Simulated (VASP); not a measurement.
# MgAgH3 (Fm-3m) in VASP: relaxation of cell and atoms with PBEsol

Aim: the relaxation of cell and atoms of MgAgH3 with PBEsol.

Program: VASP 6.6.1. These are calculated values, not measurements. Logs are shortened: lines on timing, memory, paths and dates and some standing lists are left out, and cuts for length are marked.

## (1) The cell of the first run

It takes space group Fm-3m (No. 225, cubic). The conventional cell has a = 7.912 Å, b = 7.912 Å, c = 7.912 Å, α = 90.00°, β = 90.00°, γ = 90.00°. Within 3.7 Å of Mg (site symmetry -43m) lie 12 H at 2.81 Å and 8 Ag at 3.43 Å. Within 2.9 Å of Ag (site symmetry m-3m) lie 6 H at 2.19 Å. Within 2.3 Å of Ag (site symmetry m-3m) lie 6 H at 1.76 Å. Within 2.3 Å of H (site symmetry 4mm) lie 2 Ag at 1.76 to 2.19 Å.

## (2) Relaxation of cell and atoms, PBEsol

The input, INCAR:

```
SYSTEM = MgAgH3
PREC = Accurate ; ENCUT = 600
EDIFF = 1E-6 ; ISMEAR = -1
SIGMA = 0.03 ; LREAL = .FALSE.
LASPH = .TRUE. ; NELM = 100
ALGO = Normal ; ISIF = 3
LWAVE = .FALSE. ; LCHARG = .FALSE.
GGA = PS ; IBRION = 2
NSW = 100 ; EDIFFG = -0.01
```

The input, KPOINTS:

```
regular mesh
0
G
  6 6 6
  0 0 0
```

The input, POSCAR:

```
MgAgH3
1.0
    0.0000000000      3.9560277900      3.9560277900
    3.9560277900      0.0000000000      3.9560277900
    3.9560277900      3.9560277900      0.0000000000
Mg Ag H
2 2 6
Direct
    0.2500000000      0.2500000000      0.2500000000
    0.7500000000      0.7500000000      0.7500000000
    0.5000000000      0.5000000000      0.5000000000
    0.0000000000      0.0000000000      0.0000000000
    0.2229574700      0.2229574700      0.7770425300
    0.2229574700      0.7770425300      0.7770425300
    0.7770425300      0.7770425300      0.2229574700
    0.2229574700      0.7770425300      0.2229574700
    0.7770425300      0.2229574700      0.7770425300
    0.7770425300      0.2229574700      0.2229574700
```

Potentials or basis: VASP PAW PBE potentials, release 64 (Mg, Ag, H).

The run is started by

```bash
$ cat potpaw_PBE.64/Mg/POTCAR potpaw_PBE.64/Ag/POTCAR potpaw_PBE.64/H/POTCAR > POTCAR
$ mpirun -np 1 vasp_std > vasp.out
```

OUTCAR:

```text
SYSTEM = MgAgH3
   PREC = Accurate
   ENCUT = 600
   EDIFF = 1E-6
   ISMEAR = -1
   LREAL = .FALSE.
   LASPH = .TRUE.
   NELM = 100
   ISIF = 3
   GGA = PS
   IBRION = 2
   NSW = 100
   EDIFFG = -0.01

 ion  position               nearest neighbor table
   1  0.250  0.250  0.250-   4 3.43   4 3.43   4 3.43   3 3.43   3 3.43   3 3.43   4 3.43   3 3.43

   2  0.750  0.750  0.750-   3 3.43   3 3.43   3 3.43   4 3.43   4 3.43   4 3.43   4 3.43   3 3.43

   3  0.500  0.500  0.500-   5 2.19   6 2.19   7 2.19   8 2.19   9 2.19  10 2.19   1 3.43   1 3.43
                             1 3.43   2 3.43   2 3.43   2 3.43   2 3.43   1 3.43
   4  0.000  0.000  0.000-   5 1.76   6 1.76   7 1.76   8 1.76   9 1.76  10 1.76   2 3.43   2 3.43
                             2 3.43   1 3.43   1 3.43   1 3.43   2 3.43   1 3.43
   5  0.223  0.223  0.777-   4 1.76   3 2.19
   6  0.223  0.777  0.777-   4 1.76   3 2.19
   7  0.777  0.777  0.223-   4 1.76   3 2.19
   8  0.223  0.777  0.223-   4 1.76   3 2.19
   9  0.777  0.223  0.777-   4 1.76   3 2.19
  10  0.777  0.223  0.223-   4 1.76   3 2.19

  LATTYP: Found a face centered cubic cell.
 ALAT       =     7.9120555800

  Lattice vectors:

 A1 = (   0.0000000000,   3.9560277900,   3.9560277900)
 A2 = (   3.9560277900,   0.0000000000,   3.9560277900)
 A3 = (   3.9560277900,   3.9560277900,   0.0000000000)

Analysis of symmetry for initial positions (statically):
=====================================================================
 Subroutine PRICEL returns:
 Original cell was already a primitive cell.

 Routine SETGRP: Setting up the symmetry group for a
 face centered cubic supercell.

 Subroutine GETGRP returns: Found 48 space group operations
 (whereof 48 operations were pure point group operations)
 out of a pool of 48 trial point group operations.

The static configuration has the point symmetry O_h .

Analysis of symmetry for dynamics (positions and initial velocities):
=====================================================================
 Subroutine PRICEL returns:
 Original cell was already a primitive cell.

 Routine SETGRP: Setting up the symmetry group for a
 face centered cubic supercell.

 Subroutine GETGRP returns: Found 48 space group operations
 (whereof 48 operations were pure point group operations)
 out of a pool of 48 trial point group operations.

The dynamic configuration has the point symmetry O_h .

 Subroutine INISYM returns: Found 48 space group operations
 (whereof 48 operations are pure point group operations),
 and found     1 'primitive' translations

----------------------------------------------------------------------------------------

                                     Primitive cell

  volume of cell :     123.8249

  direct lattice vectors                    reciprocal lattice vectors
     0.000000000  3.956027790  3.956027790    -0.126389405  0.126389405  0.126389405
     3.956027790  0.000000000  3.956027790     0.126389405 -0.126389405  0.126389405
     3.956027790  3.956027790  0.000000000     0.126389405  0.126389405 -0.126389405

  length of vectors
     5.594668154  5.594668154  5.594668154     0.218912872  0.218912872  0.218912872

  position of ions in fractional coordinates (direct lattice)
     0.250000000  0.250000000  0.250000000
     0.750000000  0.750000000  0.750000000
     0.500000000  0.500000000  0.500000000
     0.000000000  0.000000000  0.000000000
     0.222957470  0.222957470  0.777042530
     0.222957470  0.777042530  0.777042530
     0.777042530  0.777042530  0.222957470
     0.222957470  0.777042530  0.222957470
     0.777042530  0.222957470  0.777042530
     0.777042530  0.222957470  0.222957470

  ion indices of the primitive-cell ions
   primitive index   ion index
                 1           1
                 2           2
                 3           3
                 4           4
                 5           5
                 6           6
                 7           7
                 8           8
                 9           9
                10          10

----------------------------------------------------------------------------------------

 KPOINTS: regular mesh

Automatic generation of k-mesh.
 Grid dimensions read from file:
 generate k-points for:    6    6    6

 Generating k-lattice:

  Cartesian coordinates                     Fractional coordinates (reciprocal lattice)
    -0.021064901  0.021064901  0.021064901     0.166666667  0.000000000  0.000000000
     0.021064901 -0.021064901  0.021064901     0.000000000  0.166666667  0.000000000
     0.021064901  0.021064901 -0.021064901     0.000000000  0.000000000  0.166666667

  Length of vectors
     0.036485479  0.036485479  0.036485479

  Shift w.r.t. Gamma in fractional coordinates (k-lattice)
     0.000000000  0.000000000  0.000000000

 Subroutine IBZKPT returns following result:
 ===========================================

 Found     16 irreducible k-points:

 Following reciprocal coordinates:
            Coordinates               Weight
  0.000000  0.000000  0.000000      1.000000
  0.166667  0.000000  0.000000      8.000000
  0.333333  0.000000  0.000000      8.000000
  0.500000  0.000000  0.000000      4.000000
  0.166667  0.166667  0.000000      6.000000
  0.333333  0.166667  0.000000     24.000000
[... 8 lines left out ...]
 -0.333333  0.333333  0.166667     24.000000
 -0.333333  0.500000  0.166667     12.000000
   k-points           NKPTS =     16   k-points in BZ     NKDIM =     16   number of bands    NBANDS=     22
   number of dos      NEDOS =    301   number of ions     NIONS =     10
   total plane-waves  NPLWV = 110592
   dimension x,y,z NGX =    48 NGY =   48 NGZ =   48
   dimension x,y,z NGXF=    96 NGYF=   96 NGZF=   96
   ions per type =               2   2   6
   NGX,Y,Z   is equivalent  to a cutoff of  14.26, 14.26, 14.26 a.u.
   NGXF,Y,Z  is equivalent  to a cutoff of  28.53, 28.53, 28.53 a.u.
 SYSTEM =  MgAgH3
   PREC   = accura    normal or accurate (medium, high low for compatibility)
   ISTART =      0    job   : 0-new  1-cont  2-samecut
   ICHARG =      2    charge: 1-file 2-atom 10-const
   ISPIN  =      1    spin polarized calculation?
   LNONCOLLINEAR =      F non collinear calculations
   LSORBIT =      F    spin-orbit coupling
   LASPH  =      T    aspherical Exc in radial PAW
   ENCUT  =  600.0 eV  44.10 Ry    6.64 a.u.  11.17 11.17 11.17*2*pi/ulx,y,z
   NELM   =    100;   NELMIN=  2; NELMDL= -5     # of ELM steps
   EDIFF  = 0.1E-05   stopping-criterion for ELM
   LREAL  =      F    real-space projection
   EDIFFG = -.1E-01   stopping-criterion for IOM
   NSW    =    100    number of steps for IOM
   IBRION =      2    ionic relax: 0-MD 1-quasi-New 2-CG
   NFREE  =      1    steps in history (QN), initial steepest desc. (CG)
   ISIF   =      3    stress and relaxation
   ISYM   =      2    0-nonsym 1-usesym 2-fastsym
   POTIM  = 0.5000    time-step for ionic-motion
   TEBEG  =    0.0;   TEEND  =   0.0 temperature during run
   PSTRESS=    0.0 pullay stress
   NELECT =      32.0000    total number of electrons
   NUPDOWN=      -1.0000    fix difference up-down
   EMIN   =  10.00;   EMAX   =-10.00  energy-range for DOS
   EFERMI =   0.00;   METHOD = LEGACY
   ISMEAR =    -1;   SIGMA  =   0.03  broadening in eV -4-tet -1-fermi 0-gaus
   EFERMI_NEDOS =   21; number of points for ismear=-14 and -15
   IALGO  =     38    algorithm
   IMIX   =      4    mixing-type and parameters
     AMIX     =   0.40;   BMIX     =  1.00
     AMIX_MAG =   1.60;   BMIX_MAG =  1.00
  volume/ion in A,a.u.               =      12.38        83.56
  Fermi-wavevector in a.u.,A,eV,Ry     =   1.042771  1.970551 14.794577  1.087371
  Thomas-Fermi vector in A             =   2.177451
   LORBIT       =      0    0 simple, 1 ext, 2 COOP (PROOUT), +10 PAW based schemes
   GGA     = PS    functional components
   LHFCALC =     F    Hartree Fock is set to
   AEXX    =    0.0000 exact exchange contribution
   IVDW    =     0    specifies the selected vdW correction
   LEPSILON=     F    determine dielectric tensor
   LRPA    =     F    only Hartree local field effects (RPA)
 conjugate gradient relaxation of ions
 non-spin polarized calculation
  energy-cutoff  :      600.00
  volume of cell :      123.82
 maximum number of plane-waves:      4152
 NGX is ok and might be reduce to    48
   NGX = 23   NGY = 23   NGZ = 23

--------------------------------------- Ionic step        1  -------------------------------------------

 number of electron      31.9999999 magnetization

 Free energy of the ion-electron system (eV)
  ---------------------------------------------------
  ext. energy  EPLUGINS =         0.00000000
  ---------------------------------------------------
  free energy    TOTEN  =       -25.60198316 eV

  energy without entropy =      -25.58467373  energy(sigma->0) =      -25.59332845

------------------------ aborting loop because EDIFF is reached ----------------------------------------

  FORCE on cell =-STRESS in cart. coord.  units (eV):
  Direction    XX          YY          ZZ          XY          YZ          ZX
  --------------------------------------------------------------------------------------
  -------------------------------------------------------------------------------------
  Total       -5.2909564     -5.2909564     -5.2909564      0.0000000     -0.0000000     -0.0000000
  in kB      -68.4599804    -68.4599804    -68.4599804      0.0000000     -0.0000000     -0.0000000
  external PRESSURE =     -68.4599804 kB  Pullay stress =       0.0000000 kB
[... 29 lines left out ...]
  energy  without entropy=      -25.5846737304  energy(sigma->0) =      -25.59332845

--------------------------------------- Ionic step        2  -------------------------------------------

 number of electron      32.0000006 magnetization

 E-fermi :   4.1976     XC(G=0):  -9.6082

 val. band max:        4.1970186636   @ k =   0.1667   0.0000   0.0000
 cond. band min:       4.2054297371   @ k =   0.5000   0.1667   0.0000
 fundamental gap:      0.0084110735
 Fermi energy:         4.1975857777

 k-point     1 :       0.0000    0.0000    0.0000
  band No.  band energies     occupation
      1      -5.5019      2.00000
      2      -3.8534      2.00000
      3      -3.8534      2.00000
      4      -2.1348      2.00000
      5      -2.1348      2.00000
      6      -2.1348      2.00000
[... 650 lines left out ...]
  energy  without entropy=      -26.9618600034  energy(sigma->0) =      -26.96800084

--------------------------------------- Ionic step        8  -------------------------------------------

 number of electron      32.0000003 magnetization

 Free energy of the ion-electron system (eV)
  ---------------------------------------------------
  ext. energy  EPLUGINS =         0.00000000
  ---------------------------------------------------
  free energy    TOTEN  =       -26.97419585 eV

  energy without entropy =      -26.96191786  energy(sigma->0) =      -26.96805686

 E-fermi :   5.3408     XC(G=0): -10.0609

 val. band max:        5.3034618899   @ k =   0.3333   0.1667   0.0000
 cond. band min:       5.3594309985   @ k =   0.3333   0.0000   0.0000
 fundamental gap:      0.0559691085
 Fermi energy:         5.3408008621

 k-point     1 :       0.0000    0.0000    0.0000
  band No.  band energies     occupation
      1      -5.3184      2.00000
      2      -3.1593      2.00000
      3      -3.1593      2.00000
      4      -1.3190      2.00000
      5      -1.3190      2.00000
      6      -1.3190      2.00000
[... 426 lines left out ...]
  FREE ENERGIE OF THE ION-ELECTRON SYSTEM (eV)
  ---------------------------------------------------
  free  energy   TOTEN  =       -26.9741958540 eV

  energy  without entropy=      -26.9619178604  energy(sigma->0) =      -26.96805686

 reached required accuracy - stopping structural energy minimisation
```

Wall time 6.4 min (1 thread of Intel Xeon Platinum 8259CL at 2.50GHz (Skylake/Cascade Lake), shared host); peak memory 0.37 GiB.

Results:

- Free energy: -26.9742 eV
- Relaxed volume: 10.29 Å³/atom
- Relaxed cell: a = 5.260 Å, b = 5.260 Å, c = 5.260 Å, α = 60.00°, β = 60.00°, γ = 60.00°
- Space group after relaxing (to 0.1 Å): Pm-3m (No. 221)
- Energy gained by relaxing: 137.2 meV/atom
- Ionic steps: 8
- Pressure after relaxing: 0.0 GPa
- Largest force after relaxing: 0.004 eV/Å
- Band gap on the k mesh: zero (bands 16 and 17 overlap by 1.48 eV)

Forces on the atoms (eV/Å):
```
Mg   0.000  0.000  0.000
Mg   0.000  0.000  0.000
Ag   0.000  0.000  0.000
Ag   0.000  0.000  0.000
H    0.000  0.000  0.004
H   -0.004  0.000  0.000
H    0.000  0.000 -0.004
H    0.000  0.004  0.000
H    0.000 -0.004  0.000
H    0.004  0.000  0.000
```

The path:
```
step  energy change (eV)  largest force (eV/Å)  pressure (GPa)  volume (Å³)
   1              0.0000                1.0338           -6.85       123.82
   2             -0.6396                0.9999           -4.56       114.58
   3             -1.2034                0.6555            3.92        98.84
   4             -1.3602                0.0279            1.72       100.71
   5             -1.3621                0.0487            1.52       100.96
   6             -1.3722                0.0111            0.07       102.84
   7             -1.3722                0.0122            0.05       102.88
   8             -1.3722                0.0039            0.03       102.92
```

Final structure:
```
Mg Ag H
1.0
     0.00000    3.71949    3.71949
     3.71949    0.00000    3.71949
     3.71949    3.71949    0.00000
Mg Ag H
2 2 6
Direct
  0.25000 0.25000 0.25000
  0.75000 0.75000 0.75000
  0.50000 0.50000 0.50000
  0.00000 0.00000 0.00000
  0.24994 0.24994 0.75006
  0.24994 0.75006 0.75006
  0.75006 0.75006 0.24994
  0.24994 0.75006 0.24994
  0.75006 0.24994 0.75006
  0.75006 0.24994 0.24994
```

Caveat: the volume moved by over 15 % at a fixed basis, so the end points are rough; the PAW data sets were made with another functional, which shifts forces and pressure a little.

The gap in the log of VASP goes by the Fermi energy; the results here count the filled bands.